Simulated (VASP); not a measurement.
# Sn3Te (P4/mmm) in VASP: a series of runs

The runs below take Sn3Te through single point, with PBE.

All numbers are computed with VASP 6.6.1; they aren't measurements. Logs are shortened: lines on timing, memory, paths and dates and some standing lists are left out, and cuts for length are marked.

## Step 1: The cell of the first run

It takes space group P4/mmm (No. 123, tetragonal). The conventional cell has a = 3.339 Å, b = 3.339 Å, c = 10.309 Å, α = 90.00°, β = 90.00°, γ = 90.00°. Within 4.4 Å of Sn (site symmetry 4mm) lie 8 Sn at 3.34 to 3.36 Å and 4 Te at 3.64 Å. Sn (site symmetry 4/mmm) has 12 Sn at 3.34 to 3.36 Å within 4.4 Å. Te (site symmetry 4/mmm) has 4 Te at 3.34 Å and 8 Sn at 3.64 Å within 4.4 Å.

The cell was built from a structure type or drawn by symmetry, and may not be a known phase.

## Step 2: Single point, PBE

File INCAR:

```
PREC = Accurate
ENCUT = 520
EDIFF = 1E-6
ISMEAR = 0
SIGMA = 0.1
LREAL = False
LASPH = True
NELM = 60
ALGO = Normal
ISIF = 2
LWAVE = False
LCHARG = False
GGA = PE
NBANDS = 32
```

File KPOINTS:

```
Automatic mesh
0
Gamma
  4 4 2
```

File POSCAR:

```
Sn3Te
1.0
    3.3387561865      0.0000000000      0.0000000000
    0.0000000000      3.3387561865      0.0000000000
    0.0000000000      0.0000000000     10.3094899108
Sn Te
3 1
Direct
    0.5000000000      0.5000000000      0.7318471131
    0.0000000000      0.0000000000      0.5000000000
    0.5000000000      0.5000000000      0.2681528869
    0.0000000000      0.0000000000      0.0000000000
```

Potentials or basis: VASP PAW PBE potentials, release 64 (Sn_d, Te).

On the command line:

```
cat potpaw_PBE.64/Sn_d/POTCAR potpaw_PBE.64/Te/POTCAR > POTCAR
mpirun -np 1 vasp_std > vasp.out
```

OUTCAR:

```text
PREC = Accurate
   ENCUT = 520
   EDIFF = 1E-6
   ISMEAR = 0
   LREAL = False
   LASPH = True
   NELM = 60
   ISIF = 2
   GGA = PE

 ion  position               nearest neighbor table
   1  0.500  0.500  0.732-   2 3.36   2 3.36   2 3.36   2 3.36   4 3.64   4 3.64   4 3.64   4 3.64

   2  0.000  0.000  0.500-   1 3.36   3 3.36   1 3.36   3 3.36   1 3.36   3 3.36   1 3.36   3 3.36

   3  0.500  0.500  0.268-   2 3.36   2 3.36   2 3.36   2 3.36   4 3.64   4 3.64   4 3.64   4 3.64

   4  0.000  0.000  0.000-   1 3.64   3 3.64   1 3.64   3 3.64   1 3.64   3 3.64   1 3.64   3 3.64

  LATTYP: Found a simple tetragonal cell.
 ALAT       =     3.3387561865
 C/A-ratio  =     3.0878235292

  Lattice vectors:

 A1 = (   3.3387561865,   0.0000000000,   0.0000000000)
 A2 = (   0.0000000000,   3.3387561865,   0.0000000000)
 A3 = (   0.0000000000,   0.0000000000,  10.3094899108)

Analysis of symmetry for initial positions (statically):
=====================================================================
 Subroutine PRICEL returns:
 Original cell was already a primitive cell.

 Routine SETGRP: Setting up the symmetry group for a
 simple tetragonal supercell.

 Subroutine GETGRP returns: Found 16 space group operations
 (whereof 16 operations were pure point group operations)
 out of a pool of 16 trial point group operations.

The static configuration has the point symmetry D_4h.

Analysis of symmetry for dynamics (positions and initial velocities):
=====================================================================
 Subroutine PRICEL returns:
 Original cell was already a primitive cell.

 Routine SETGRP: Setting up the symmetry group for a
 simple tetragonal supercell.

 Subroutine GETGRP returns: Found 16 space group operations
 (whereof 16 operations were pure point group operations)
 out of a pool of 16 trial point group operations.

The dynamic configuration has the point symmetry D_4h.

 Subroutine INISYM returns: Found 16 space group operations
 (whereof 16 operations are pure point group operations),
 and found     1 'primitive' translations

----------------------------------------------------------------------------------------

                                     Primitive cell

  volume of cell :     114.9229

  direct lattice vectors                    reciprocal lattice vectors
     3.338756186  0.000000000  0.000000000     0.299512736  0.000000000  0.000000000
     0.000000000  3.338756186  0.000000000     0.000000000  0.299512736  0.000000000
     0.000000000  0.000000000 10.309489911     0.000000000  0.000000000  0.096998009

  length of vectors
     3.338756186  3.338756186 10.309489911     0.299512736  0.299512736  0.096998009

  position of ions in fractional coordinates (direct lattice)
     0.500000000  0.500000000  0.731847113
     0.000000000  0.000000000  0.500000000
     0.500000000  0.500000000  0.268152887
     0.000000000  0.000000000  0.000000000

  ion indices of the primitive-cell ions
   primitive index   ion index
                 1           1
                 2           2
                 3           3
                 4           4

----------------------------------------------------------------------------------------

 KPOINTS: Automatic mesh

Automatic generation of k-mesh.
 Grid dimensions read from file:
 generate k-points for:    4    4    2

 Generating k-lattice:

  Cartesian coordinates                     Fractional coordinates (reciprocal lattice)
     0.074878184  0.000000000  0.000000000     0.250000000  0.000000000  0.000000000
     0.000000000  0.074878184  0.000000000     0.000000000  0.250000000  0.000000000
     0.000000000  0.000000000  0.048499005     0.000000000  0.000000000  0.500000000

  Length of vectors
     0.074878184  0.074878184  0.048499005

  Shift w.r.t. Gamma in fractional coordinates (k-lattice)
     0.000000000  0.000000000  0.000000000

 Subroutine IBZKPT returns following result:
 ===========================================

 Found     12 irreducible k-points:

 Following reciprocal coordinates:
            Coordinates               Weight
  0.000000  0.000000  0.000000      1.000000
  0.250000  0.000000  0.000000      4.000000
  0.500000  0.000000  0.000000      2.000000
  0.250000  0.250000  0.000000      4.000000
  0.500000  0.250000  0.000000      4.000000
  0.500000  0.500000  0.000000      1.000000
  0.000000  0.000000  0.500000      1.000000
  0.250000  0.000000  0.500000      4.000000
  0.500000  0.000000  0.500000      2.000000
  0.250000  0.250000  0.500000      4.000000
  0.500000  0.250000  0.500000      4.000000
  0.500000  0.500000  0.500000      1.000000
   k-points           NKPTS =     12   k-points in BZ     NKDIM =     12   number of bands    NBANDS=     32
   number of dos      NEDOS =    301   number of ions     NIONS =      4
   total plane-waves  NPLWV =  62720
   dimension x,y,z NGX =    28 NGY =   28 NGZ =   80
   dimension x,y,z NGXF=    56 NGYF=   56 NGZF=  160
   ions per type =               3   1
   NGX,Y,Z   is equivalent  to a cutoff of  13.94, 13.94, 12.90 a.u.
   NGXF,Y,Z  is equivalent  to a cutoff of  27.88, 27.88, 25.80 a.u.
 SYSTEM =  unknown system
   PREC   = accura    normal or accurate (medium, high low for compatibility)
   ISTART =      0    job   : 0-new  1-cont  2-samecut
   ICHARG =      2    charge: 1-file 2-atom 10-const
   ISPIN  =      1    spin polarized calculation?
   LNONCOLLINEAR =      F non collinear calculations
   LSORBIT =      F    spin-orbit coupling
   LASPH  =      T    aspherical Exc in radial PAW
   ENCUT  =  520.0 eV  38.22 Ry    6.18 a.u.   6.21  6.21 19.17*2*pi/ulx,y,z
   NELM   =     60;   NELMIN=  2; NELMDL= -5     # of ELM steps
   EDIFF  = 0.1E-05   stopping-criterion for ELM
   LREAL  =      F    real-space projection
   EDIFFG = 0.1E-04   stopping-criterion for IOM
   NSW    =      0    number of steps for IOM
   IBRION =     -1    ionic relax: 0-MD 1-quasi-New 2-CG
   NFREE  =      0    steps in history (QN), initial steepest desc. (CG)
   ISIF   =      2    stress and relaxation
   ISYM   =      2    0-nonsym 1-usesym 2-fastsym
   POTIM  = 0.5000    time-step for ionic-motion
   TEBEG  =    0.0;   TEEND  =   0.0 temperature during run
   PSTRESS=    0.0 pullay stress
   NELECT =      48.0000    total number of electrons
   NUPDOWN=      -1.0000    fix difference up-down
   EMIN   =  10.00;   EMAX   =-10.00  energy-range for DOS
   EFERMI =   0.00;   METHOD = LEGACY
   ISMEAR =     0;   SIGMA  =   0.10  broadening in eV -4-tet -1-fermi 0-gaus
   EFERMI_NEDOS =   21; number of points for ismear=-14 and -15
   IALGO  =     38    algorithm
   IMIX   =      4    mixing-type and parameters
     AMIX     =   0.40;   BMIX     =  1.00
     AMIX_MAG =   1.60;   BMIX_MAG =  1.00
  volume/ion in A,a.u.               =      28.73       193.88
  Fermi-wavevector in a.u.,A,eV,Ry     =   1.223732  2.312519 20.375003  1.497520
  Thomas-Fermi vector in A             =   2.358832
   LORBIT       =      0    0 simple, 1 ext, 2 COOP (PROOUT), +10 PAW based schemes
   GGA     = PE    functional components
   LHFCALC =     F    Hartree Fock is set to
   AEXX    =    0.0000 exact exchange contribution
   IVDW    =     0    specifies the selected vdW correction
   LEPSILON=     F    determine dielectric tensor
   LRPA    =     F    only Hartree local field effects (RPA)
 non-spin polarized calculation
 Gauss-broadening in eV      SIGMA  =   0.10
  energy-cutoff  :      520.00
  volume of cell :      114.92
 maximum number of plane-waves:      3128
 NGX is ok and might be reduce to    28
   NGX = 13   NGY = 13   NGZ = 39

 number of electron      48.0000004 magnetization

 Free energy of the ion-electron system (eV)
  ---------------------------------------------------
  ext. energy  EPLUGINS =         0.00000000
  ---------------------------------------------------
  free energy    TOTEN  =       -14.43046641 eV

  energy without entropy =      -14.42169160  energy(sigma->0) =      -14.42607901

 E-fermi :   7.5538     XC(G=0): -10.0707

 val. band max:        7.4939802782   @ k =   0.2500   0.0000   0.5000
 cond. band min:       7.6998363950   @ k =   0.5000   0.5000   0.0000
 fundamental gap:      0.2058561168
 Fermi energy:         7.5538095342

 k-point     1 :       0.0000    0.0000    0.0000
  band No.  band energies     occupation
      1     -14.2457      2.00000
      2     -14.2409      2.00000
      3     -14.1951      2.00000
      4     -14.1868      2.00000
      5     -14.1256      2.00000
      6     -14.1256      2.00000
[... 24 lines left out ...]
     31      14.0808      0.00000
     32      14.2414      0.00000

 k-point     2 :       0.2500    0.0000    0.0000
  band No.  band energies     occupation
      1     -14.2115      2.00000
      2     -14.2082      2.00000
      3     -14.1509      2.00000
      4     -14.1482      2.00000
      5     -14.1404      2.00000
      6     -14.1386      2.00000
[... 24 lines left out ...]
     31      13.9281      0.00000
     32      14.6666      0.00000

 k-point     3 :       0.5000    0.0000    0.0000
  band No.  band energies     occupation
      1     -14.2005      2.00000
      2     -14.1994      2.00000
      3     -14.1738      2.00000
      4     -14.1654      2.00000
      5     -14.1199      2.00000
      6     -14.1193      2.00000
[... 24 lines left out ...]
     31      13.6646      0.00000
     32      15.4497      0.00000

 k-point     4 :       0.2500    0.2500    0.0000
  band No.  band energies     occupation
      1     -14.1590      2.00000
      2     -14.1540      2.00000
      3     -14.1457      2.00000
      4     -14.1409      2.00000
      5     -14.1378      2.00000
      6     -14.1369      2.00000
[... 234 lines left out ...]
     31      12.3217      0.00000
     32      15.7549      0.00000

 k-point    11 :       0.5000    0.2500    0.5000
  band No.  band energies     occupation
      1     -14.1793      2.00000
      2     -14.1666      2.00000
      3     -14.1531      2.00000
      4     -14.1490      2.00000
      5     -14.1442      2.00000
      6     -14.1422      2.00000
[... 24 lines left out ...]
     31      10.8452      0.00000
     32      13.2553      0.00000

 k-point    12 :       0.5000    0.5000    0.5000
  band No.  band energies     occupation
      1     -14.1908      2.00000
      2     -14.1908      2.00000
      3     -14.1781      2.00000
      4     -14.1687      2.00000
      5     -14.1589      2.00000
      6     -14.1589      2.00000
[... 24 lines left out ...]
     31       8.5673      0.00000
     32      13.4959      0.00000

------------------------ aborting loop because EDIFF is reached ----------------------------------------

  FORCE on cell =-STRESS in cart. coord.  units (eV):
  Direction    XX          YY          ZZ          XY          YZ          ZX
  --------------------------------------------------------------------------------------
  -------------------------------------------------------------------------------------
  Total       -0.2808417     -0.2808417     -0.1078166      0.0000000      0.0000000     -0.0000000
  in kB       -3.9153054     -3.9153054     -1.5031056      0.0000000      0.0000000     -0.0000000
  external PRESSURE =      -3.1112388 kB  Pullay stress =       0.0000000 kB

 VOLUME and BASIS-vectors are now :
 -----------------------------------------------------------------------------
  energy-cutoff  :      520.00
  volume of cell :      114.92
      direct lattice vectors                 reciprocal lattice vectors
     3.338756186  0.000000000  0.000000000     0.299512736  0.000000000  0.000000000
     0.000000000  3.338756186  0.000000000     0.000000000  0.299512736  0.000000000
     0.000000000  0.000000000 10.309489911     0.000000000  0.000000000  0.096998009

 POSITION                                       TOTAL-FORCE (eV/Angst)
 -----------------------------------------------------------------------------------
      1.66938      1.66938      7.54497        -0.000000     -0.000000     -0.015084
      0.00000      0.00000      5.15474         0.000000      0.000000      0.000000
      1.66938      1.66938      2.76452         0.000000     -0.000000      0.015084
      0.00000      0.00000      0.00000         0.000000      0.000000      0.000000
 -----------------------------------------------------------------------------------
    total drift:                                0.000000      0.000000     -0.000000

  FREE ENERGIE OF THE ION-ELECTRON SYSTEM (eV)
  ---------------------------------------------------
  free  energy   TOTEN  =       -14.4304664115 eV

  energy  without entropy=      -14.4216916047  energy(sigma->0) =      -14.42607901
```

Run time: 76 s. Hardware: 1 thread of Intel Xeon 8259CL, shared host; peak memory 0.25 GiB.

What came out:

| Quantity | Value |
| --- | --- |
| Free energy | -14.4305 eV |
| Pressure | -0.3 GPa |
| Largest force | 0.015 eV/Å |
| Band gap on the k mesh | zero (bands 24 and 25 overlap by 4.42 eV) |

Forces on the atoms (eV/Å):
```
Sn   0.000  0.000 -0.015
Sn   0.000  0.000  0.000
Sn   0.000  0.000  0.015
Te   0.000  0.000  0.000
```

Stress tensor (GPa, compression positive):
```
-0.39  0.00  0.00
 0.00 -0.39  0.00
 0.00  0.00 -0.15
```

Levels at points of the mesh, in eV from the Fermi level:
```
           k point  band 20  band 21  band 22  band 23  band 24  band 25  band 26  band 27  band 28  band 29
(0.00, 0.00, 0.00)    -4.37     0.68     1.16     1.16     1.70     2.93     2.93     4.18     4.18     5.56
(0.50, 0.00, 0.00)    -5.09    -4.65    -2.15    -1.69    -1.47    -0.20     2.49     3.75     4.39     5.83
(0.50, 0.50, 0.00)    -3.90    -3.90    -2.74    -2.74    -1.71    -1.71    -1.09     0.15     0.96     1.03
(0.00, 0.00, 0.50)    -2.35    -2.05     1.19     1.19     2.71     2.71     3.83     4.66     4.66     5.53
(0.50, 0.00, 0.50)    -4.41    -3.96    -3.49    -3.27     0.52     1.43     2.35     2.49     2.70     5.86
(0.50, 0.50, 0.50)    -3.75    -3.75    -3.17    -3.17    -1.04    -1.04    -0.96     0.39     0.39     0.62
```

Caveat: the k points lie up to 0.47 Å⁻¹ apart, too coarse for converged energies and pressures of a metal; spin-orbit coupling is left out, which moves the levels of the heavy elements.

## Step 3: Single point, PBE

This run uses another cell than the first one, of 37.19 Å³/atom.

File INCAR:

```
SYSTEM = Sn3Te
  ALGO = Normal
  EDIFF = 1E-6
  ENCUT = 520
  GGA = PE
  ISIF = 2
  ISMEAR = 0
  LASPH = .True.
  LCHARG = .False.
  LREAL = .False.
  LWAVE = .False.
  NBANDS = 32
  NELM = 80
  PREC = Accurate
  SIGMA = 0.1
```

File KPOINTS:

```
k-points
0
Gamma
  4 4 2
  0 0 0
```

File POSCAR:

```
Sn3Te
1.0
    3.8476506100      0.0000000000      0.0000000000
    0.0000000000      3.8476506100      0.0000000000
    0.0000000000      0.0000000000     10.0481840900
Sn Te
3 1
Direct
    0.5000000000      0.5000000000      0.7654517900
    0.0000000000      0.0000000000      0.5000000000
    0.5000000000      0.5000000000      0.2345482100
    0.0000000000      0.0000000000      0.0000000000
```

Potentials or basis: VASP PAW PBE potentials, release 64 (Sn_d, Te).

On the command line:

```
cat potpaw_PBE.64/Sn_d/POTCAR potpaw_PBE.64/Te/POTCAR > POTCAR
mpirun -np 1 vasp_std > vasp.out
```

It took 1.8 min on 1 thread of Intel Xeon 8259CL, shared host; peak memory 0.27 GiB.

Results (log left out):

| Item | Value |
| --- | --- |
| Free energy | -13.1052 eV |
| Pressure | -5.8 GPa |
| Largest force | 0.269 eV/Å |
| Band gap on the k mesh | zero (bands 24 and 25 overlap by 2.90 eV) |

Forces on the atoms (eV/Å):
```
Sn   0.000  0.000 -0.269
Sn   0.000  0.000  0.000
Sn   0.000  0.000  0.269
Te   0.000  0.000  0.000
```

Stress tensor (GPa, compression positive):
```
-5.00  0.00  0.00
 0.00 -5.00  0.00
 0.00  0.00 -7.51
```

Levels at points of the mesh, in eV from the Fermi level:
```csv
k point,band 22,band 23,band 24,band 25,band 26,band 27
"(0.00, 0.00, 0.00)",-0.44,0.68,0.94,2.12,2.12,2.49
"(0.50, 0.00, 0.00)",-1.00,-0.88,-0.42,0.41,0.49,3.21
"(0.50, 0.50, 0.00)",-1.51,-1.47,-1.47,-1.20,-1.20,-0.14
"(0.00, 0.00, 0.50)",-0.42,-0.42,1.70,1.70,2.77,3.29
"(0.50, 0.00, 0.50)",-2.33,-2.18,0.49,1.48,2.18,2.31
"(0.50, 0.50, 0.50)",-2.08,-2.08,-1.40,0.19,0.19,0.37
```

Caveat: the k points lie up to 0.41 Å⁻¹ apart, too coarse for converged energies and pressures of a metal; spin-orbit coupling is left out, which moves the levels of the heavy elements.

## Step 4: Single point, PBE

This run uses another cell than the first one, of 28.44 Å³/atom.

File INCAR:

```
  ALGO = Normal
  EDIFF = 1E-6
  ENCUT = 520
  GGA = PE
  ISIF = 2
  ISMEAR = 0
  LASPH = True
  LCHARG = False
  LREAL = False
  LWAVE = False
  NBANDS = 32
  NELM = 60
  PREC = Accurate
  SIGMA = 0.1
```

File KPOINTS:

```
k-points
0
Gamma
  6 6 2
```

File POSCAR:

```
Sn3Te
1.0
    3.7367670652      0.0000000000      0.0000000000
    0.0000000000      3.7367670652      0.0000000000
    0.0000000000      0.0000000000      8.1472395920
Sn Te
3 1
Direct
    0.5000000000      0.5000000000      0.7565493321
    0.0000000000      0.0000000000      0.5000000000
    0.5000000000      0.5000000000      0.2434506679
    0.0000000000      0.0000000000      0.0000000000
```

On the command line:

```
cat potpaw_PBE.64/Sn_d/POTCAR potpaw_PBE.64/Te/POTCAR > POTCAR
mpirun -np 1 vasp_std > vasp.out
```

Run time: 96 s. Hardware: 1 thread of Intel Xeon 8259CL, shared host; peak memory 0.24 GiB.

Results (log left out):

```yaml
Free_energy: -14.5229 eV
Pressure: 0.0 GPa
Largest_force: 0.019 eV/Å
Band_gap_on_the_k_mesh: zero (bands 24 and 25 overlap by 3.14 eV)
```

Forces in eV/Å, atoms in the order of the input:
```
Sn   0.000  0.000  0.019
Sn   0.000  0.000  0.000
Sn   0.000  0.000 -0.019
Te   0.000  0.000  0.000
```

Stress tensor (GPa, compression positive):
```
 0.22  0.00  0.00
 0.00  0.22  0.00
 0.00  0.00 -0.42
```

Levels at points of the mesh, in eV from the Fermi level:
```csv
k point,band 21,band 22,band 23,band 24,band 25,band 26,band 27,band 28
"(0.00, 0.00, 0.00)",-1.10,-1.10,1.67,1.74,1.81,1.81,2.69,2.69
"(0.50, 0.00, 0.00)",-4.61,0.26,0.37,0.68,0.76,1.68,3.06,3.70
"(0.50, 0.50, 0.00)",-4.63,-2.24,-2.03,-2.03,-1.39,-1.39,-0.96,1.79
"(0.00, 0.00, 0.50)",-1.00,-0.47,-0.38,1.02,1.02,4.12,4.25,4.42
"(0.50, 0.00, 0.50)",-2.85,-2.54,-2.03,0.27,3.32,3.40,3.56,3.61
"(0.50, 0.50, 0.50)",-4.42,-3.12,-3.12,-1.58,0.48,0.53,0.86,0.92
```

Caveat: the k points lie up to 0.39 Å⁻¹ apart, too coarse for converged energies and pressures of a metal; spin-orbit coupling is left out, which moves the levels of the heavy elements.

## Step 5: Summary

```tsv
cell	k mesh	gap on the mesh (eV)	pressure (GPa)	largest force (eV/Å)
a = 3.339, b = 3.339, c = 10.309 Å, 4 atoms, atomic positions A	4 × 4 × 2	none	-0.3	0.02
a = 3.848, b = 3.848, c = 10.048 Å, 4 atoms, atomic positions B	4 × 4 × 2	none	-5.8	0.27
a = 3.737, b = 3.737, c = 8.147 Å, 4 atoms, atomic positions C	6 × 6 × 2	none	0.0	0.02
```

Alike in all rows: task single point; level PBE; potentials or basis VASP PAW PBE potentials, release 64 (Sn_d, Te); no spin polarisation; cutoff (eV) 520; smearing gaussian 0.1 eV.

Caveats: all runs use coarse meshes; spin-orbit coupling is left out, which moves the levels of the heavy elements.

Absolute energies hang on the potentials; compare differences alone.
